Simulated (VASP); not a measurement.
B2W: relaxation of cell and atoms with LDA

Crystal: B2W.

```xyz
3
Lattice="3.0200 0.0000 0.0000 -1.5100 2.6154 0.0000 0.0000 0.0000 3.0500" Properties=species:S:1:pos:R:3 pbc="T T T"
B     0.0000    1.7436    1.5250
B     1.5100    0.8718    1.5250
W     0.0000    0.0000    0.0000
```

- Program: VASP 6.6.1
- Task: relaxation of cell and atoms
- Functional: LDA
- Potentials or basis: VASP PAW LDA potentials, release 64 (B, W_sv)
- Cutoff: 600 eV
- k mesh: 6 × 6 × 6
- Occupations: gaussian, width 0.1 eV
- Spin: no spin polarisation
- Dipole correction: no
- Further INCAR settings: ALGO = Normal; EDIFF = 1e-07; IBRION = 2; EDIFFG = -0.05; NSW = 100; ISIF = 3

```yaml
Relaxed_volume: 8.57 Å³/atom
Relaxed_cell: a = 2.984 Å, b = 2.984 Å, c = 3.332 Å, α = 90.00°, β = 90.00°, γ = 120.00°
Space_group_after_relaxing_to_0.1_Å: P6/mmm (No. 191)
Energy_gained_by_relaxing: 60.3 meV/atom
Ionic_steps: 11
Pressure_after_relaxing: 0.1 GPa
Band_gap_on_the_k_mesh: zero (bands 10 and 11 overlap by 3.49 eV)
```

Stress tensor (GPa, compression positive):
```
 0.35  0.00  0.00
 0.00  0.35  0.00
 0.00  0.00 -0.28
```

The path:
```tsv
step	energy change (eV)	largest force (eV/Å)	pressure (GPa)	volume (Å³)
1	0.0000	0.0000	24.50	24.09
2	0.1840	0.0000	-31.75	28.62
3	-0.1241	0.0000	-2.15	25.75
4	-0.1242	0.0000	-1.53	25.70
5	-0.1521	0.0000	-0.92	25.68
6	-0.1718	0.0000	0.34	25.64
7	-0.1523	0.0000	3.99	25.51
8	-0.1805	0.0000	1.44	25.60
9	-0.1804	0.0000	1.52	25.60
10	-0.1778	0.0000	-3.35	25.97
11	-0.1809	0.0000	0.14	25.70
```

Final structure:
```cif
data_structure
_symmetry_space_group_name_H-M 'P 1'
_symmetry_Int_Tables_number 1
_cell_length_a 2.9841
_cell_length_b 2.9841
_cell_length_c 3.3321
_cell_angle_alpha 90.000
_cell_angle_beta 90.000
_cell_angle_gamma 120.000
_cell_volume 25.70
loop_
_atom_site_label
_atom_site_type_symbol
_atom_site_fract_x
_atom_site_fract_y
_atom_site_fract_z
_atom_site_occupancy
B1 B 0.33333 0.66667 0.50000 1
B2 B 0.66667 0.33333 0.50000 1
W1 W 0.00000 0.00000 0.00000 1
```

Levels at points of the mesh, in eV from the Fermi level:
```tsv
k point	band 7	band 8	band 9	band 10	band 11	band 12	band 13	band 14
(0.00, 0.00, 0.00)	-4.96	-4.96	-4.45	0.48	0.48	2.36	2.36	4.32
(0.50, 0.00, 0.00)	-6.62	-5.62	-4.86	-0.62	1.14	2.28	2.93	5.23
(0.00, 0.00, 0.50)	-2.31	-2.31	-2.23	-2.23	-2.23	-2.23	-0.94	4.63
(0.50, 0.00, 0.50)	-7.30	-6.99	-4.50	0.83	2.59	3.71	4.52	4.60
```

Wall time 82 s on 1 thread of AMD EPYC 7R13, on a shared host, peak memory 0.11 GiB.

Caveat: the k points lie up to 0.41 Å⁻¹ apart in the final cell, too coarse for converged energies and pressures of a metal; spin-orbit coupling is left out, which moves the levels of the heavy elements.
